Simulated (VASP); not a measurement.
# O (R-3m) in VASP: notebook

The runs below take O through relaxation of cell and atoms, with r2SCAN.

Everything below comes from runs of VASP 6.6.1. Logs are shortened: lines on timing, memory, paths and dates and some standing lists are left out, and cuts for length are marked.

## Step 1: The cell of the first run

Symmetry: R-3m, No. 166, trigonal system. The conventional cell has a = 2.662 Å, b = 2.662 Å, c = 9.413 Å, α = 90.00°, β = 90.00°, γ = 120.00°. Within 1.6 Å of O (site symmetry 3m) lie 1 O at 1.17 Å.

## Step 2: Relaxation of cell and atoms, r2SCAN, collinear spin, ferromagnetic start, target pressure 30 GPa, at which the enthalpy is minimised

The input, POSCAR:

```
O
1.0
    1.3310508420      0.7684825620      3.1376464161
   -1.3310508420      0.7684825620      3.1376464161
    0.0000000000     -1.5369651239      3.1376464161
O
2
Direct
    0.0620735579      0.0620735579      0.0620735579
    0.9379264421      0.9379264421      0.9379264421
```

The input, INCAR.step1:

```
SYSTEM = O
ALGO     = Normal         ! electronic algorithm
EDIFF    = 1E-5           ! SCF threshold, eV
EDIFFG   = -0.005         ! ionic threshold
ENCUT    = 660            ! plane-wave cutoff, eV
GGA      = PE             ! functional
GGA_COMPAT= .False.      
IBRION   = 2              ! ionic algorithm
ISIF     = 3              ! what is computed and relaxed
ISMEAR   = 0              ! smearing method
ISPIN    = 2              ! spin polarisation
KPAR     = 4            
LASPH    = .True.         ! aspherical terms in the spheres
LCHARG   = .False.        ! write CHGCAR
LREAL    = .False.        ! projectors in reciprocal space
LWAVE    = .True.         ! write WAVECAR
MAGMOM   = 0.63 0.63      ! initial moments
NELM     = 200            ! most SCF steps
NELMIN   = 4            
NSW      = 100            ! ionic steps
PREC     = Accurate       ! precision mode
SIGMA    = 0.02           ! smearing width, eV
```

The input, INCAR.step2:

```
SYSTEM = O
ALGO     = Normal         ! electronic algorithm
EDIFF    = 1E-7           ! SCF threshold, eV
EDIFFG   = -0.008         ! ionic threshold
ENCUT    = 660            ! plane-wave cutoff, eV
GGA_COMPAT= .False.      
IBRION   = 2              ! ionic algorithm
ISIF     = 3              ! what is computed and relaxed
ISMEAR   = 0              ! smearing method
ISPIN    = 2              ! spin polarisation
ISTART   = 1            
KPAR     = 4            
LASPH    = .True.         ! aspherical terms in the spheres
LCHARG   = .False.        ! write CHGCAR
LMIXTAU  = .True.       
LORBIT   = 11             ! projections on sites
LREAL    = .False.        ! projectors in reciprocal space
LWAVE    = .False.        ! write WAVECAR
MAGMOM   = 0.63 0.63      ! initial moments
METAGGA  = R2SCAN         ! meta-GGA
NELM     = 200            ! most SCF steps
NELMIN   = 4            
NSW      = 70             ! ionic steps
PREC     = Accurate       ! precision mode
PSTRESS  = 300.0        
SIGMA    = 0.02           ! smearing width, eV
```

The input, KPOINTS:

```
k-points
0
Gamma
  18 18 18
  0 0 0
```

Potentials or basis: VASP PAW PBE potentials, release 64 (O).

Command:

```
cat potpaw_PBE.64/O/POTCAR > POTCAR
cp INCAR.step1 INCAR
mpirun -np 4 vasp_std > vasp.out
cp INCAR.step2 INCAR
mpirun -np 4 vasp_std > vasp.out
```

OUTCAR:

```text
SYSTEM = O
   EDIFF = 1E-7
   EDIFFG = -0.008
   ENCUT = 660
   IBRION = 2
   ISIF = 3
   ISMEAR = 0
   ISPIN = 2
   ISTART = 1
   LASPH = .True.
   LORBIT = 11
   LREAL = .False.
   METAGGA = R2SCAN
   NELM = 200
   NELMIN = 4
   NSW = 70
   PREC = Accurate
   PSTRESS = 300.0

 ion  position               nearest neighbor table
   1  0.062  0.062  0.062-   2 1.17
   2  0.938  0.938  0.938-   1 1.17

  LATTYP: Found a trigonal (rhomboedric) cell.
 ALAT       =     3.4938641680
 COS(alpha) =     0.7097265925

  Lattice vectors:

 A1 = (   1.3310508420,   0.7684825620,   3.1376464161)
 A2 = (  -1.3310508420,   0.7684825620,   3.1376464161)
 A3 = (   0.0000000000,  -1.5369651239,   3.1376464161)

Analysis of symmetry for initial positions (statically):
=====================================================================
 Subroutine PRICEL returns:
 Original cell was already a primitive cell.

 Routine SETGRP: Setting up the symmetry group for a
 trigonal (rhombohedral) supercell.

 Subroutine GETGRP returns: Found 12 space group operations
 (whereof 12 operations were pure point group operations)
 out of a pool of 12 trial point group operations.

The static configuration has the point symmetry D_3d.

Analysis of symmetry for dynamics (positions and initial velocities):
=====================================================================
 Subroutine PRICEL returns:
 Original cell was already a primitive cell.

 Routine SETGRP: Setting up the symmetry group for a
 trigonal (rhombohedral) supercell.

 Subroutine GETGRP returns: Found 12 space group operations
 (whereof 12 operations were pure point group operations)
 out of a pool of 12 trial point group operations.

The dynamic configuration has the point symmetry D_3d.

Analysis of structural, dynamic, and magnetic symmetry:
=====================================================================
 Subroutine PRICEL returns:
 Original cell was already a primitive cell.

 Routine SETGRP: Setting up the symmetry group for a
 trigonal (rhombohedral) supercell.

 Subroutine GETGRP returns: Found 12 space group operations
 (whereof 12 operations were pure point group operations)
 out of a pool of 12 trial point group operations.

The overall configuration has the point symmetry D_3d.

 Subroutine INISYM returns: Found 12 space group operations
 (whereof 12 operations are pure point group operations),
 and found     1 'primitive' translations

----------------------------------------------------------------------------------------

                                     Primitive cell

  volume of cell :      19.2568

  direct lattice vectors                    reciprocal lattice vectors
     1.331050842  0.768482562  3.137646416     0.375643052  0.216877617  0.106236742
    -1.331050842  0.768482562  3.137646416    -0.375643052  0.216877617  0.106236742
     0.000000000 -1.536965124  3.137646416     0.000000000 -0.433755234  0.106236742

  length of vectors
     3.493864168  3.493864168  3.493864168     0.446575692  0.446575692  0.446575691

  position of ions in fractional coordinates (direct lattice)
     0.062073558  0.062073558  0.062073558
     0.937926442  0.937926442  0.937926442

  ion indices of the primitive-cell ions
   primitive index   ion index
                 1           1
                 2           2

----------------------------------------------------------------------------------------

 KPOINTS: k-points

Automatic generation of k-mesh.
 Grid dimensions read from file:
 generate k-points for:   18   18   18

 Generating k-lattice:

  Cartesian coordinates                     Fractional coordinates (reciprocal lattice)
     0.020869058  0.012048756  0.005902041     0.055555556  0.000000000  0.000000000
    -0.020869058  0.012048756  0.005902041     0.000000000  0.055555556  0.000000000
     0.000000000 -0.024097513  0.005902041     0.000000000  0.000000000  0.055555556

  Length of vectors
     0.024809761  0.024809761  0.024809761

  Shift w.r.t. Gamma in fractional coordinates (k-lattice)
[... 45 lines left out ...]

--------------------------------------- Ionic step        1  -------------------------------------------

 number of electron      12.0000000 magnetization       0.0000000

 Free energy of the ion-electron system (eV)
  ---------------------------------------------------
  ext. energy  EPLUGINS =         0.00000000
  ---------------------------------------------------
  free energy    TOTEN  =       -10.94391273 eV

  energy without entropy =      -10.94371441  energy(sigma->0) =      -10.94381357

------------------------ aborting loop because EDIFF is reached ----------------------------------------

  FORCE on cell =-STRESS in cart. coord.  units (eV):
  Direction    XX          YY          ZZ          XY          YZ          ZX
  --------------------------------------------------------------------------------------
  -------------------------------------------------------------------------------------
  Total       -0.8081992     -0.8081992      7.8072589      0.0000000      0.0000000      0.0000000
  in kB      -67.2426898    -67.2426898    649.5689429      0.0000000      0.0000000      0.0000000
  external PRESSURE =    -128.3054789 kB  Pullay stress =     300.0000000 kB
[... 97 lines left out ...]
  energy  without entropy=       -9.5704861132  energy(sigma->0) =       -9.57059032

  enthalpy is  TOTEN    =        -6.1854020101 eV   P V=        3.3852925074

 E-fermi :   1.3492     XC(G=0): -11.1564

 val. band max:        1.3478812992   @ k =   0.5000  -0.0000   0.0000
 cond. band min:       1.3503167745   @ k =   0.3889   0.1667   0.1111
 fundamental gap:      0.0024354753
 Fermi energy:         1.3491615495

 spin component 1

 k-point     1 :       0.0000    0.0000    0.0000
  band No.  band energies     occupation
      1     -26.9477      1.00000
      2     -13.2865      1.00000
      3      -8.4468      1.00000
      4      -3.9984      1.00000
      5      -3.9984      1.00000
      6       2.1368      0.00000
      7       2.1368      0.00000
      8      12.4112      0.00000
      9      12.4301      0.00000
     10      21.2695      0.00000
     11      23.7305      0.00000
[... 650 lines left out ...]
  band No.  band energies     occupation
      1     -26.5672      1.00000
      2     -13.1657      1.00000
      3      -8.0378      1.00000
      4      -5.4328      1.00000
      5      -4.3478      1.00000
      6       1.0652      1.00000
      7       1.7394      0.00000
      8      12.3196      0.00000
      9      14.8517      0.00000
     10      20.3579      0.00000
     11      21.1936      0.00000

 [... further k-points ...]

[... ionic steps 4 to 14 ...]

--------------------------------------- Ionic step       15  -------------------------------------------

 number of electron      12.0000001 magnetization      -0.0000000

 number of electron      12.0000001 magnetization       0.0000000
[... 77 lines left out ...]
 number of electron      12.0000001 magnetization      -0.0000000

 number of electron      12.0000001 magnetization       0.0000000

 Free energy of the ion-electron system (eV)
  ---------------------------------------------------
  ext. energy  EPLUGINS =         0.00000000
  ---------------------------------------------------
  free energy    TOTEN  =       -11.02627313 eV

  energy without entropy =      -11.02618644  energy(sigma->0) =      -11.02622979

 E-fermi :   4.0323     XC(G=0): -12.7013

 val. band max:        4.0283392588   @ k =  -0.4444   0.3333   0.0556
 cond. band min:       4.0349751609   @ k =  -0.1667   0.2778   0.0556
 fundamental gap:      0.0066359021
 Fermi energy:         4.0323347695

 spin component 1

 k-point     1 :       0.0000    0.0000    0.0000
  band No.  band energies     occupation
      1     -26.3162      1.00000
      2     -12.2242      1.00000
      3      -7.1525      1.00000
      4      -0.4945      1.00000
      5      -0.4945      1.00000
      6       5.9956      0.00000
      7       5.9956      0.00000
      8      15.8183      0.00000
      9      19.0599      0.00000
     10      22.3364      0.00000
     11      29.8718      0.00000
[... 695 lines left out ...]
  energy  without entropy=      -11.0261864434  energy(sigma->0) =      -11.02622979

  enthalpy is  TOTEN    =        -8.2403139636 eV   P V=        2.7859591706

 reached required accuracy - stopping structural energy minimisation

 total charge

# of ion       s       p       d       tot
------------------------------------------
    1        1.637   3.330   0.000   4.967
    2        1.637   3.330   0.000   4.967
--------------------------------------------------
tot          3.275   6.660   0.000   9.934

 magnetization (x)

# of ion       s       p       d       tot
------------------------------------------
    1        0.000   0.000   0.000   0.000
    2        0.000   0.000   0.000   0.000
--------------------------------------------------
tot          0.000   0.000   0.000   0.000
```

It took 67 min on 4 MPI ranks of Intel Xeon 6975P-C (Granite Rapids), shared host; peak memory 0.41 GiB.

Results:

```yaml
Free_energy: -11.0263 eV
Relaxed_volume: 7.44 Å³/atom
Relaxed_cell: a = 3.555 Å, b = 3.555 Å, c = 3.555 Å, α = 37.43°, β = 37.43°, γ = 37.43°
Space_group_after_relaxing_to_0.1_Å: R-3m (No. 166)
Energy_change_on_relaxing_the_run_minimises_the_enthalpy: -41.2 meV/atom
Ionic_steps: 17
Pressure_after_relaxing: 30.1 GPa
Band_gap_on_the_k_mesh: zero (filled and empty bands overlap)
Net_moment: 0.00 μB per cell
Valence_electrons_inside_the_program's_atomic_spheres: O 4.97
```

The path:
```tsv
step	energy change (eV)	largest force (eV/Å)	pressure (GPa)	volume (Å³)
1	0.0000	4.4904	17.17	19.26
2	3.4816	5.3186	-18.41	16.93
3	1.3732	8.6508	-25.44	18.08
4	0.1650	5.8697	-14.98	18.77
5	-0.0566	3.4522	-6.91	18.98
6	-0.1132	1.4250	-0.48	19.11
7	0.0634	1.5578	28.00	14.73
8	0.1171	1.5945	32.29	14.41
9	0.4818	10.8168	76.76	14.35
10	0.0921	0.7163	40.46	14.40
11	-0.0136	0.8063	36.18	14.64
12	-0.0744	0.9294	33.71	14.86
13	-0.0615	2.2130	20.93	14.94
14	-0.0833	0.0134	29.93	14.88
15	-0.0832	0.0042	30.00	14.88
16	-0.0830	0.0034	30.03	14.88
17	-0.0824	0.0006	30.12	14.88
```

Final structure:
```
O
1.0
     1.14053    0.65849    3.30184
    -1.14053    0.65849    3.30184
     0.00000   -1.31698    3.30184
O
2
Direct
  0.06101 0.06101 0.06101
  0.93899 0.93899 0.93899
```

Caveat: the cell is relaxed towards a set pressure, so the run minimises the enthalpy, not the energy; the standard files for N, O and F lose accuracy on very short bonds; the volume moved by over 15 % at a fixed basis, so the end points are rough; the PAW data sets were made with another functional, which shifts forces and pressure a little.

## Step 3: Relaxation of cell and atoms, r2SCAN, collinear spin, ferromagnetic start, target pressure 3 GPa, at which the enthalpy is minimised

This run uses another cell than the first one, of 18.90 Å³/atom.

The input, POSCAR:

```
O
1.0
    1.6974609101      0.9800295134      3.7870160147
   -1.6974609101      0.9800295134      3.7870160147
    0.0000000000     -1.9600590268      3.7870160147
O
2
Direct
    0.0526029192      0.0526029192      0.0526029192
    0.9473970808      0.9473970808      0.9473970808
```

The input, INCAR.step1:

```
SYSTEM = O
PREC     = Accurate       ! precision mode
ENCUT    = 660            ! plane-wave cutoff, eV
ISMEAR   = 0              ! smearing method
SIGMA    = 0.02           ! smearing width, eV
LREAL    = .FALSE.        ! projectors in reciprocal space
LASPH    = .TRUE.         ! aspherical terms in the spheres
NELM     = 200            ! most SCF steps
ISPIN    = 2              ! spin polarisation
MAGMOM   = 0.63 0.63      ! initial moments
GGA      = PE             ! functional
ALGO     = Normal         ! electronic algorithm
EDIFF    = 1E-5           ! SCF threshold, eV
LWAVE    = .TRUE.         ! write WAVECAR
LCHARG   = .FALSE.        ! write CHGCAR
GGA_COMPAT= .FALSE.      
IBRION   = 2              ! ionic algorithm
ISIF     = 3              ! what is computed and relaxed
EDIFFG   = -0.005         ! ionic threshold
NELMIN   = 4            
NSW      = 100            ! ionic steps
KPAR     = 4
```

The input, INCAR.step2:

```
SYSTEM = O
PREC     = Accurate       ! precision mode
ENCUT    = 660            ! plane-wave cutoff, eV
EDIFF    = 1E-7           ! SCF threshold, eV
ISMEAR   = 0              ! smearing method
SIGMA    = 0.02           ! smearing width, eV
LREAL    = .FALSE.        ! projectors in reciprocal space
LASPH    = .TRUE.         ! aspherical terms in the spheres
NELM     = 200            ! most SCF steps
ALGO     = Normal         ! electronic algorithm
ISIF     = 3              ! what is computed and relaxed
LWAVE    = .FALSE.        ! write WAVECAR
LCHARG   = .FALSE.        ! write CHGCAR
ISPIN    = 2              ! spin polarisation
MAGMOM   = 0.63 0.63      ! initial moments
LORBIT   = 11             ! projections on sites
METAGGA  = R2SCAN         ! meta-GGA
LMIXTAU  = .TRUE.       
IBRION   = 2              ! ionic algorithm
NSW      = 70             ! ionic steps
EDIFFG   = -0.008         ! ionic threshold
PSTRESS  = 30.0         
ISTART   = 1            
GGA_COMPAT= .FALSE.      
NELMIN   = 4            
KPAR     = 4
```

The input, KPOINTS:

```
Automatic mesh
0
G
  12 12 12
  0 0 0
```

Potentials or basis: VASP PAW PBE potentials, release 64 (O).

Command:

```
cat potpaw_PBE.64/O/POTCAR > POTCAR
cp INCAR.step1 INCAR
mpirun -np 4 vasp_std > vasp.out
cp INCAR.step2 INCAR
mpirun -np 4 vasp_std > vasp.out
```

Wall time 84 min (4 MPI ranks of AMD EPYC 7R13 (Zen 3), shared host); peak memory 0.36 GiB.

It converged, with:

| Quantity | Value |
| --- | --- |
| Free energy | -11.8600 eV |
| Relaxed volume | 13.77 Å³/atom |
| Relaxed cell | a = 3.888 Å, b = 3.888 Å, c = 3.888 Å, α = 45.80°, β = 45.80°, γ = 45.80° |
| Space group after relaxing (to 0.1 Å) | R-3m (No. 166) |
| Energy change on relaxing (the run minimises the enthalpy) | +8.9 meV/atom |
| Ionic steps | 23 |
| Pressure after relaxing | 3.0 GPa |
| Band gap on the k mesh | 1.64 eV (least direct gap 1.75 eV) |
| Net moment | 2.00 μB per cell |
| Site moments | O +0.83 μB |
| Valence electrons inside the program's atomic spheres | O 4.92 |

Stress tensor (GPa, compression positive):
```
3.07 0.00 0.00
0.00 3.07 0.00
0.00 0.00 2.94
```

Step by step:
| step | energy change (eV) | largest force (eV/Å) | pressure (GPa) | volume (Å³) |
| --- | --- | --- | --- | --- |
| 1 | 0.0000 | 2.4379 | 3.81 | 37.80 |
| 2 | 1.6487 | 8.7379 | -18.52 | 38.26 |
| 3 | -0.0260 | 0.9817 | -2.02 | 37.85 |
| 4 | -0.0320 | 0.3003 | -0.82 | 37.84 |
| 5 | -0.0327 | 0.0128 | -0.29 | 37.83 |
| 6 | -0.0350 | 0.0334 | -0.09 | 36.16 |
| 7 | -0.0263 | 0.2123 | 1.32 | 31.45 |
| 8 | 0.1669 | 0.9963 | 11.21 | 23.28 |
| 9 | 0.0060 | 0.7889 | 4.10 | 28.47 |
| 10 | 0.0254 | 1.2870 | -0.16 | 27.75 |
| 11 | 0.0067 | 0.0651 | 2.38 | 28.19 |
| 12 | 0.0089 | 0.0866 | 2.43 | 28.05 |
| 13 | 0.0135 | 0.1282 | 2.52 | 27.79 |
| 14 | 0.0169 | 0.3548 | 3.76 | 27.63 |
| 15 | 0.0143 | 0.0319 | 2.93 | 27.73 |
| 16 | 0.0147 | 0.0331 | 2.95 | 27.71 |
| 17 | 0.0161 | 0.0368 | 3.03 | 27.63 |
| 18 | 0.0189 | 0.0448 | 3.18 | 27.48 |
| 19 | 0.0193 | 0.0702 | 2.92 | 27.46 |
| 20 | 0.0190 | 0.0026 | 3.08 | 27.47 |
| 21 | 0.0189 | 0.0023 | 3.07 | 27.48 |
| 22 | 0.0185 | 0.0014 | 3.06 | 27.50 |
| 23 | 0.0178 | 0.0004 | 3.02 | 27.54 |

Final structure:
```cif
data_structure
_symmetry_space_group_name_H-M 'P 1'
_symmetry_Int_Tables_number 1
_cell_length_a 3.8876
_cell_length_b 3.8876
_cell_length_c 3.8876
_cell_angle_alpha 45.803
_cell_angle_beta 45.803
_cell_angle_gamma 45.803
_cell_volume 27.54
loop_
_atom_site_label
_atom_site_type_symbol
_atom_site_fract_x
_atom_site_fract_y
_atom_site_fract_z
_atom_site_occupancy
O1 O 0.05863 0.05863 0.05863 1
O2 O 0.94137 0.94137 0.94137 1
```

Levels at points of the mesh, in eV from the valence-band top:
Spin up:
```tsv
k point	band 5	band 6	band 7	band 8	band 9	band 10
(0.00, 0.00, 0.00)	-6.57	-0.23	-0.23	8.79	11.63	16.63
(0.50, 0.00, 0.00)	-6.81	-0.99	-0.58	10.65	13.48	13.51
(0.50, 0.50, 0.00)	-6.73	-1.46	-0.11	10.07	12.63	15.36
(0.50, 0.50, 0.50)	-6.46	0.00	0.00	8.25	9.49	14.14
```
Spin down:
| k point | band 2 | band 3 | band 4 | band 5 | band 6 | band 7 | band 8 | band 9 |
| --- | --- | --- | --- | --- | --- | --- | --- | --- |
| (0.00, 0.00, 0.00) | -12.41 | -7.17 | -3.85 | -3.85 | 3.35 | 3.35 | 9.53 | 12.96 |
| (0.50, 0.00, 0.00) | -12.40 | -6.16 | -5.87 | -4.17 | 2.33 | 2.88 | 12.02 | 14.15 |
| (0.50, 0.50, 0.00) | -12.73 | -5.65 | -5.59 | -4.40 | 1.64 | 3.52 | 11.51 | 13.23 |
| (0.50, 0.50, 0.50) | -13.48 | -5.30 | -3.97 | -3.97 | 3.65 | 3.65 | 9.60 | 10.00 |

Caveat: the cell is relaxed towards a set pressure, so the run minimises the enthalpy, not the energy; the standard files for N, O and F lose accuracy on very short bonds; the volume moved by over 15 % at a fixed basis, so the end points are rough; the PAW data sets were made with another functional, which shifts forces and pressure a little. A k mesh can miss the band edges.
